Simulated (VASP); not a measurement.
# AlAsPd3 (P4/mmm) in VASP: further runs, part 3 of 4

VASP 6.6.1.

## Step 4: Relaxation of cell and atoms, PBE

INCAR

```
PREC = Accurate ; ENCUT = 600
EDIFF = 1E-7 ; ISMEAR = 0
SIGMA = 0.1 ; LREAL = False
LASPH = True ; NELM = 100
ALGO = Fast ; ISIF = 3
LWAVE = False ; LCHARG = False
GGA = PE ; IBRION = 2
NSW = 90 ; EDIFFG = -0.04
```

KPOINTS

```
regular mesh
0
Gamma
  4 4 4
```

POSCAR

```
AlAsPd3
1.0
    4.1483958100      0.0000000000      0.0000000000
    0.0000000000      4.1483958100      0.0000000000
    0.0000000000      0.0000000000      4.8327487900
Al As Pd
1 1 3
Direct
    0.5000000000      0.5000000000      0.0000000000
    0.5000000000      0.5000000000      0.5000000000
    0.0000000000      0.0000000000      0.0000000000
    0.5000000000      0.0000000000      0.5000000000
    0.0000000000      0.5000000000      0.5000000000
```

Potentials or basis: VASP PAW PBE potentials, release 64 (Al, As, Pd).

On the command line:

```sh
$ cat potpaw_PBE.64/Al/POTCAR potpaw_PBE.64/As/POTCAR potpaw_PBE.64/Pd/POTCAR > POTCAR
$ mpirun -np 1 vasp_std > vasp.out
```

OUTCAR:

```text
PREC = Accurate
   ENCUT = 600
   EDIFF = 1E-7
   ISMEAR = 0
   LREAL = False
   LASPH = True
   NELM = 100
   ISIF = 3
   GGA = PE
   IBRION = 2
   NSW = 90
   EDIFFG = -0.04

 ion  position               nearest neighbor table
   1  0.500  0.500  0.000-   2 2.42   2 2.42   3 2.93   3 2.93   3 2.93   3 2.93   5 3.18   5 3.18
                             4 3.18   4 3.18   4 3.18   5 3.18   5 3.18   4 3.18
   2  0.500  0.500  0.500-   4 2.07   5 2.07   4 2.07   5 2.07   1 2.42   1 2.42
   3  0.000  0.000  0.000-   1 2.93   1 2.93   1 2.93   1 2.93   5 3.18   4 3.18   5 3.18   5 3.18
                             5 3.18   4 3.18   4 3.18   4 3.18
   4  0.500  0.000  0.500-   2 2.07   2 2.07   5 2.93   5 2.93   5 2.93   5 2.93   1 3.18   3 3.18
                             1 3.18   1 3.18   3 3.18   1 3.18   3 3.18   3 3.18
   5  0.000  0.500  0.500-   2 2.07   2 2.07   4 2.93   4 2.93   4 2.93   4 2.93   3 3.18   3 3.18
                             3 3.18   1 3.18   1 3.18   1 3.18   1 3.18   3 3.18

  LATTYP: Found a simple tetragonal cell.
 ALAT       =     4.1483958100
 C/A-ratio  =     1.1649681012

  Lattice vectors:

 A1 = (   4.1483958100,   0.0000000000,   0.0000000000)
 A2 = (   0.0000000000,   4.1483958100,   0.0000000000)
 A3 = (   0.0000000000,   0.0000000000,   4.8327487900)

Analysis of symmetry for initial positions (statically):
=====================================================================
 Subroutine PRICEL returns:
 Original cell was already a primitive cell.

 Routine SETGRP: Setting up the symmetry group for a
 simple tetragonal supercell.

 Subroutine GETGRP returns: Found 16 space group operations
 (whereof 16 operations were pure point group operations)
 out of a pool of 16 trial point group operations.

The static configuration has the point symmetry D_4h.

Analysis of symmetry for dynamics (positions and initial velocities):
=====================================================================
 Subroutine PRICEL returns:
 Original cell was already a primitive cell.

 Routine SETGRP: Setting up the symmetry group for a
 simple tetragonal supercell.

 Subroutine GETGRP returns: Found 16 space group operations
 (whereof 16 operations were pure point group operations)
 out of a pool of 16 trial point group operations.

The dynamic configuration has the point symmetry D_4h.

 Subroutine INISYM returns: Found 16 space group operations
 (whereof 16 operations are pure point group operations),
 and found     1 'primitive' translations

----------------------------------------------------------------------------------------

                                     Primitive cell

  volume of cell :      83.1677

  direct lattice vectors                    reciprocal lattice vectors
     4.148395810  0.000000000  0.000000000     0.241057036  0.000000000  0.000000000
     0.000000000  4.148395810  0.000000000     0.000000000  0.241057036  0.000000000
     0.000000000  0.000000000  4.832748790     0.000000000  0.000000000  0.206921577

  length of vectors
     4.148395810  4.148395810  4.832748790     0.241057036  0.241057036  0.206921577

  position of ions in fractional coordinates (direct lattice)
     0.500000000  0.500000000  0.000000000
     0.500000000  0.500000000  0.500000000
     0.000000000  0.000000000  0.000000000
     0.500000000  0.000000000  0.500000000
[... 42 lines left out ...]
  0.500000  0.250000  0.000000      4.000000
  0.500000  0.500000  0.000000      1.000000
[... 10 lines left out ...]
  0.500000  0.250000  0.500000      4.000000
  0.500000  0.500000  0.500000      1.000000
   k-points           NKPTS =     18   k-points in BZ     NKDIM =     18   number of bands    NBANDS=     23
   number of dos      NEDOS =    301   number of ions     NIONS =      5
   total plane-waves  NPLWV =  51840
   dimension x,y,z NGX =    36 NGY =   36 NGZ =   40
   dimension x,y,z NGXF=    72 NGYF=   72 NGZF=   80
   ions per type =               1   1   3
   NGX,Y,Z   is equivalent  to a cutoff of  14.43, 14.43, 13.76 a.u.
   NGXF,Y,Z  is equivalent  to a cutoff of  28.85, 28.85, 27.52 a.u.
 SYSTEM =  unknown system
   PREC   = accura    normal or accurate (medium, high low for compatibility)
   ISTART =      0    job   : 0-new  1-cont  2-samecut
   ICHARG =      2    charge: 1-file 2-atom 10-const
   ISPIN  =      1    spin polarized calculation?
   LNONCOLLINEAR =      F non collinear calculations
   LSORBIT =      F    spin-orbit coupling
   LASPH  =      T    aspherical Exc in radial PAW
   ENCUT  =  600.0 eV  44.10 Ry    6.64 a.u.   8.29  8.29  9.65*2*pi/ulx,y,z
   NELM   =    100;   NELMIN=  2; NELMDL= -5     # of ELM steps
   EDIFF  = 0.1E-06   stopping-criterion for ELM
   LREAL  =      F    real-space projection
   EDIFFG = -.4E-01   stopping-criterion for IOM
   NSW    =     90    number of steps for IOM
   IBRION =      2    ionic relax: 0-MD 1-quasi-New 2-CG
   NFREE  =      1    steps in history (QN), initial steepest desc. (CG)
   ISIF   =      3    stress and relaxation
   ISYM   =      2    0-nonsym 1-usesym 2-fastsym
   POTIM  = 0.5000    time-step for ionic-motion
   TEBEG  =    0.0;   TEEND  =   0.0 temperature during run
   PSTRESS=    0.0 pullay stress
   NELECT =      38.0000    total number of electrons
   NUPDOWN=      -1.0000    fix difference up-down
   EMIN   =  10.00;   EMAX   =-10.00  energy-range for DOS
   EFERMI =   0.00;   METHOD = LEGACY
   ISMEAR =     0;   SIGMA  =   0.10  broadening in eV -4-tet -1-fermi 0-gaus
   EFERMI_NEDOS =   21; number of points for ismear=-14 and -15
   IALGO  =     68    algorithm
   IMIX   =      4    mixing-type and parameters
     AMIX     =   0.40;   BMIX     =  1.00
     AMIX_MAG =   1.60;   BMIX_MAG =  1.00
  volume/ion in A,a.u.               =      16.63       112.25
  Fermi-wavevector in a.u.,A,eV,Ry     =   1.260911  2.382777 21.631862  1.589897
  Thomas-Fermi vector in A             =   2.394397
   LORBIT       =      0    0 simple, 1 ext, 2 COOP (PROOUT), +10 PAW based schemes
   GGA     = PE    functional components
   LHFCALC =     F    Hartree Fock is set to
   AEXX    =    0.0000 exact exchange contribution
   IVDW    =     0    specifies the selected vdW correction
   LEPSILON=     F    determine dielectric tensor
   LRPA    =     F    only Hartree local field effects (RPA)
 conjugate gradient relaxation of ions
 non-spin polarized calculation
 RMM-DIIS sequential band-by-band and
 Gauss-broadening in eV      SIGMA  =   0.10
  energy-cutoff  :      600.00
  volume of cell :       83.17
 maximum number of plane-waves:      2804
 NGX is ok and might be reduce to    36
   NGX = 17   NGY = 17   NGZ = 19

--------------------------------------- Ionic step        1  -------------------------------------------

 number of electron      38.0000001 magnetization

 Free energy of the ion-electron system (eV)
  ---------------------------------------------------
  ext. energy  EPLUGINS =         0.00000000
  ---------------------------------------------------
  free energy    TOTEN  =       -20.05762239 eV

  energy without entropy =      -20.04635045  energy(sigma->0) =      -20.05198642

------------------------ aborting loop because EDIFF is reached ----------------------------------------

  FORCE on cell =-STRESS in cart. coord.  units (eV):
  Direction    XX          YY          ZZ          XY          YZ          ZX
  --------------------------------------------------------------------------------------
  -------------------------------------------------------------------------------------
  Total       26.1500730     26.1500730      0.8136851      0.0000000      0.0000000      0.0000000
  in kB      503.7660470    503.7660470     15.6751725      0.0000000      0.0000000      0.0000000
  external PRESSURE =     341.0690888 kB  Pullay stress =       0.0000000 kB
[... 26 lines left out ...]
--------------------------------------- Ionic step        2  -------------------------------------------

 number of electron      38.0000003 magnetization

 E-fermi :   3.1165     XC(G=0):  -9.3082

 val. band max:        3.0623637923   @ k =   0.5000   0.2500   0.0000
 cond. band min:       3.1395489937   @ k =   0.2500   0.2500   0.2500
 fundamental gap:      0.0771852014
 Fermi energy:         3.1165045138

 k-point     1 :       0.0000    0.0000    0.0000
  band No.  band energies     occupation
      1      -8.4334      2.00000
      2      -0.5749      2.00000
      3      -0.3849      2.00000
      4       0.8120      2.00000
      5       0.8120      2.00000
      6       0.9873      2.00000
[... 651 lines left out ...]
--------------------------------------- Ionic step        7  -------------------------------------------

 number of electron      38.0000008 magnetization

 Free energy of the ion-electron system (eV)
  ---------------------------------------------------
  ext. energy  EPLUGINS =         0.00000000
  ---------------------------------------------------
  free energy    TOTEN  =       -22.52829050 eV

  energy without entropy =      -22.52005660  energy(sigma->0) =      -22.52417355

 E-fermi :   6.0152     XC(G=0): -10.6579

 val. band max:        5.9695818383   @ k =   0.5000   0.0000   0.5000
 cond. band min:       6.0383825499   @ k =   0.5000   0.5000   0.0000
 fundamental gap:      0.0688007117
 Fermi energy:         6.0151865374

 k-point     1 :       0.0000    0.0000    0.0000
  band No.  band energies     occupation
      1      -7.2476      2.00000
      2       0.9601      2.00000
      3       1.2806      2.00000
      4       2.3343      2.00000
      5       2.7328      2.00000
      6       2.8753      2.00000
[... 489 lines left out ...]
  FREE ENERGIE OF THE ION-ELECTRON SYSTEM (eV)
  ---------------------------------------------------
  free  energy   TOTEN  =       -22.5282904962 eV

  energy  without entropy=      -22.5200566021  energy(sigma->0) =      -22.52417355

 reached required accuracy - stopping structural energy minimisation
```

CONTCAR:

```text
AlAsPd3
   1.00000000000000
     4.6265638009164247    0.0000000000000000    0.0000000000000000
     0.0000000000000000    4.6265638009164247    0.0000000000000000
    -0.0000000000000000    0.0000000000000000    4.6330585245908011
  Al              As              Pd
     1     1     3
Direct
     0.5000000000000000    0.5000000000000000    0.0000000000000000
     0.5000000000000000    0.5000000000000000    0.5000000000000000
     0.0000000000000000    0.0000000000000000    0.0000000000000000
     0.5000000000000000    0.0000000000000000    0.5000000000000000
     0.0000000000000000    0.5000000000000000    0.5000000000000000

  0.00000000E+00  0.00000000E+00  0.00000000E+00
  0.00000000E+00  0.00000000E+00  0.00000000E+00
  0.00000000E+00  0.00000000E+00  0.00000000E+00
  0.00000000E+00  0.00000000E+00  0.00000000E+00
  0.00000000E+00  0.00000000E+00  0.00000000E+00
```

Wall time 5 min (1 thread of Intel Xeon Platinum 8259CL at 2.50GHz (Skylake/Cascade Lake), shared host); peak memory 0.25 GiB.

Results:

```yaml
Free_energy: -22.5283 eV
Relaxed_volume: 19.83 Å³/atom
Relaxed_cell: a = 4.627 Å, b = 4.627 Å, c = 4.633 Å, α = 90.00°, β = 90.00°, γ = 90.00°
Space_group_after_relaxing_to_0.1_Å: P4/mmm (No. 123)
Energy_gained_by_relaxing: 494.1 meV/atom
Ionic_steps: 7
Pressure_after_relaxing: 0.1 GPa
Band_gap_on_the_k_mesh: zero (bands 19 and 20 overlap by 0.63 eV)
```

Step by step:
| step | energy change (eV) | largest force (eV/Å) | pressure (GPa) | volume (Å³) |
| --- | --- | --- | --- | --- |
| 1 | 0.0000 | 0.0000 | 34.11 | 83.17 |
| 2 | -0.8120 | 0.0000 | -11.00 | 131.45 |
| 3 | -2.3828 | 0.0000 | -2.54 | 104.22 |
| 4 | -2.3866 | 0.0000 | -2.00 | 103.54 |
| 5 | -2.3874 | 0.0000 | -1.63 | 103.09 |
| 6 | -2.4560 | 0.0000 | -0.67 | 100.66 |
| 7 | -2.4707 | 0.0000 | 0.14 | 99.17 |

Final structure:
```cif
data_structure
_symmetry_space_group_name_H-M 'P 1'
_symmetry_Int_Tables_number 1
_cell_length_a 4.6266
_cell_length_b 4.6266
_cell_length_c 4.6331
_cell_angle_alpha 90.000
_cell_angle_beta 90.000
_cell_angle_gamma 90.000
_cell_volume 99.17
loop_
_atom_site_label
_atom_site_type_symbol
_atom_site_fract_x
_atom_site_fract_y
_atom_site_fract_z
_atom_site_occupancy
Al1 Al 0.50000 0.50000 0.00000 1
As1 As 0.50000 0.50000 0.50000 1
Pd1 Pd 0.00000 0.00000 0.00000 1
Pd2 Pd 0.50000 0.00000 0.50000 1
Pd3 Pd 0.00000 0.50000 0.50000 1
```

Levels at points of the mesh, in eV from the Fermi level:
| k point | band 17 | band 18 | band 19 | band 20 | band 21 | band 22 |
| --- | --- | --- | --- | --- | --- | --- |
| (0.00, 0.00, 0.00) | -0.92 | -0.48 | -0.48 | 0.76 | 1.08 | 3.54 |
| (0.50, 0.00, 0.00) | -0.91 | -0.48 | -0.16 | -0.10 | 1.61 | 3.40 |
| (0.50, 0.50, 0.00) | -0.81 | -0.53 | -0.53 | -0.23 | 0.02 | 4.48 |
| (0.00, 0.00, 0.50) | -1.27 | -1.04 | -1.04 | 0.10 | 2.12 | 2.59 |
| (0.50, 0.00, 0.50) | -1.17 | -0.98 | -0.05 | 0.13 | 2.07 | 3.64 |
| (0.50, 0.50, 0.50) | -1.12 | -0.98 | -0.69 | 0.68 | 0.91 | 0.91 |

Caveat: the k points lie up to 0.34 Å⁻¹ apart in the final cell, too coarse for converged energies and pressures of a metal; the volume moved by over 15 % at a fixed basis, so the end points are rough.

## Step 5: Single point, PBE

This run uses another cell than the first one, of 19.85 Å³/atom.

INCAR

```
SYSTEM = AlAsPd3
PREC = Accurate
ENCUT = 520
EDIFF = 1E-6
ISMEAR = 0
SIGMA = 0.1
LREAL = .FALSE.
LASPH = .TRUE.
NELM = 80
ALGO = Fast
ISIF = 2
LWAVE = .FALSE.
LCHARG = .FALSE.
GGA = PE
NBANDS = 27
```

KPOINTS

```
regular mesh
0
G
  8 8 8
  0 0 0
```

POSCAR: that of step 4 with these lines changed.

```diff
@@ -2,5 +2,5 @@
 1.0
-    4.1483958100      0.0000000000      0.0000000000
-    0.0000000000      4.1483958100      0.0000000000
-    0.0000000000      0.0000000000      4.8327487900
+    4.6280737342      0.0000000000      0.0000000000
+    0.0000000000      4.6280737342      0.0000000000
+    0.0000000000      0.0000000000      4.6346807323
 Al As Pd
```

On the command line:

```sh
$ cat potpaw_PBE.64/Al/POTCAR potpaw_PBE.64/As/POTCAR potpaw_PBE.64/Pd/POTCAR > POTCAR
$ mpirun -np 1 vasp_std > vasp.out
```

Wall time 3.4 min (1 thread of Intel Xeon Platinum 8259CL at 2.50GHz (Skylake/Cascade Lake), shared host); peak memory 0.34 GiB.

It converged, with:

| Quantity | Value |
| --- | --- |
| Free energy | -22.5091 eV |
| Pressure | 0.2 GPa |
| Band gap on the k mesh | zero (bands 19 and 20 overlap by 0.85 eV) |

Levels at points of the mesh, in eV from the Fermi level:
```
           k point  band 15  band 16  band 17  band 18  band 19  band 20  band 21  band 22  band 23  band 24
(0.00, 0.00, 0.00)    -1.44    -1.06    -1.04    -0.59    -0.59     0.63     0.96     3.43     3.43     3.44
(0.50, 0.00, 0.00)    -1.26    -1.14    -1.03    -0.59    -0.29    -0.23     1.49     3.27     3.32     4.04
(0.50, 0.50, 0.00)    -1.59    -1.32    -0.92    -0.67    -0.67    -0.36    -0.08     4.35     4.35     4.36
(0.00, 0.00, 0.50)    -1.57    -1.44    -1.38    -1.14    -1.14    -0.01     1.99     2.47     2.47     4.12
(0.50, 0.00, 0.50)    -1.49    -1.30    -1.28    -1.09    -0.18     0.02     1.95     3.52     3.57     5.58
(0.50, 0.50, 0.50)    -1.25    -1.24    -1.24    -1.09    -0.80     0.55     0.78     0.78     2.40     4.58
```

(Part 3 of 4 ends here.)
